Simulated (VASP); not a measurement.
A run of VASP 6.6.1:

The input INCAR:

```
  PREC = Accurate
  ENCUT = 520
  EDIFF = 1E-6
  ISMEAR = 0
  SIGMA = 0.1
  LREAL = F
  LASPH = T
  NELM = 80
  ALGO = Normal
  ISIF = 2
  LWAVE = F
  LCHARG = T
  GGA = PE
  LELF = T
  LVHAR = T
  NBANDS = 20
```

File KPOINTS:

```
regular mesh
0
Gamma
  6 6 6
```

Contents of POSCAR:

```
Na2Hg
1.0
    0.0000000000      3.6953228203      3.6953228203
    3.6953228203      0.0000000000      3.6953228203
    3.6953228203      3.6953228203      0.0000000000
Na Hg
2 1
Direct
    0.2500000000      0.2500000000      0.2500000000
    0.7500000000      0.7500000000      0.7500000000
    0.0000000000      0.0000000000      0.0000000000
```

Potentials or basis: VASP PAW PBE potentials, release 64 (Na_pv, Hg).

Launch:

```bash
$ cat potpaw_PBE.64/Na_pv/POTCAR potpaw_PBE.64/Hg/POTCAR > POTCAR
$ mpirun -np 1 vasp_std > vasp.out
```

Hardware: 1 thread of Oxide Virtual Turin-like Processor (shared host).

Estimate the wall time of this run.

It took 54 s on 1 thread of Oxide Virtual Turin-like Processor, on a shared host, peak memory 0.21 GiB. Counts: scf iterations 11, k points 16.
